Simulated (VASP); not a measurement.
A run of VASP 6.6.1:

Contents of INCAR:

```
  ALGO = Normal
  EDIFF = 1E-6
  ENCUT = 520
  GGA = PE
  ISIF = 2
  ISMEAR = 0
  LASPH = True
  LCHARG = True
  LELF = True
  LREAL = False
  LVHAR = True
  LWAVE = False
  NBANDS = 11
  NELM = 60
  PREC = Accurate
  SIGMA = 0.05
```

The input KPOINTS:

```
k-points
0
Gamma
  10 10 10
```

File POSCAR:

```
Si
1.0
    0.0000000000      2.9515847692      2.4604410636
    2.9515847692      0.0000000000      2.4604410636
    2.9515847692      2.9515847692      0.0000000000
Si
2
Direct
    0.5000000000      0.5000000000      0.5000000000
    0.7500000000      0.7500000000      0.7500000000
```

Potentials or basis: VASP PAW PBE potentials, release 64 (Si).

Command:

```console
$ cat potpaw_PBE.64/Si/POTCAR > POTCAR
$ mpirun -np 1 vasp_std > vasp.out
```

Hardware: 1 thread of AMD EPYC 7R13, with other jobs on the host.

Q: Estimate the wall time of this run.

A: Run time: 48 s on 1 thread of AMD EPYC 7R13, with other jobs on the host, peak memory 0.16 GiB. Counts: scf iterations 11, k points 102.
